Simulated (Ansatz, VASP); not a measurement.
**One calculation of TaN, two programs**

Contents of INCAR:

```
SYSTEM = TaN
PREC = Accurate
ENCUT = 520
EDIFF = 1E-6
ISMEAR = -1
SIGMA = 0.05
LREAL = .False.
LASPH = .True.
NELM = 80
ALGO = Normal
ISIF = 2
LWAVE = .False.
LCHARG = .True.
GGA = PE
LELF = .True.
LVHAR = .True.
NBANDS = 33
```

The input KPOINTS:

```
regular mesh
0
Gamma
  6 6 9
  0 0 0
```

The input POSCAR:

```
TaN
1.0
    5.1850002000      0.0000000000      0.0000000000
   -2.5925001000      4.4903418900      0.0000000000
    0.0000000000      0.0000000000      2.9080005300
Ta N
3 3
Direct
    0.0017970000      0.0016720000      0.0056650000
    0.3326900000      0.6616260000      0.5046680000
    0.6643190000      0.3408360000      0.5088620000
    0.4957950000     -0.0111830000      0.0105140000
    0.5088820000      0.4976330000      0.0061460000
   -0.0004180000      0.4911940000      0.0073900000
```

File input.yaml:

```yaml
crystal:
  lattice:
    - [5.1850002, 0.0, 0.0]
    - [-2.5925001, 4.49034189, 0.0]
    - [0.0, 0.0, 2.90800053]
  atoms:
    - { symbol: Ta, position: [0.001797, 0.001672, 0.005665] }
    - { symbol: Ta, position: [0.33269, 0.661626, 0.504668] }
    - { symbol: Ta, position: [0.664319, 0.340836, 0.508862] }
    - { symbol: "N", position: [0.495795, -0.011183, 0.010514] }
    - { symbol: "N", position: [0.508882, 0.497633, 0.006146] }
    - { symbol: "N", position: [-0.000418, 0.491194, 0.00739] }
hamiltonian:
  xc: pbe
  pseudopotentials: { kind: paw }
kpoints:
  mp_grid: { grid: [6, 6, 9] }
scf:
  occupations: { method: fermi_dirac, width: 0.05 }
output:
  forces: true
  stress: true
  eigenvalues: true
  write_density: true
  write_potential: true
  elf: true
  volumetric_format: npy
```

Change from the starting cell: atoms moved at random, drawn with an rms of 0.05 Å.

Alike in both runs: task single point; functional PBE; k mesh 6 × 6 × 9; occupations fermi-dirac, width 0.05 eV; no spin polarisation.

|  | VASP | Ansatz |
| --- | --- | --- |
| version | VASP 6.6.1 | Ansatz 0.2.0 |
| potentials or method | VASP PAW PBE potentials, release 64 (Ta_pv, N) | Ansatz PAW |
| plane-wave cutoff (eV) | 520 | 420 |
| valence electrons in the cell | 48 | 54 |

Ansatz gave:

- gap on the k mesh at the Fermi level (eV): none
- pressure (GPa): 11.2
- traceless stress, the component that is largest in VASP (GPa): -2.75
- rms of the force components (eV/Å): 0.782

Estimate VASP's values.

gap on the k mesh at the Fermi level (eV): none; pressure (GPa): 12.1; traceless stress, the component that is largest in VASP (GPa): -2.90; rms of the force components (eV/Å): 0.790.

Atom by atom the forces differ by 0.009 eV/Å (rms over components). A gap of «none» marks a metal or a gap that the smearing closes. The functional is the same, so the differences come from potentials, cutoffs and numerics. VASP's potentials hold 48 valence electrons a cell and Ansatz's 54, so a difference there can come from the potentials and not from the codes.

Neither program's run includes spin-orbit coupling.
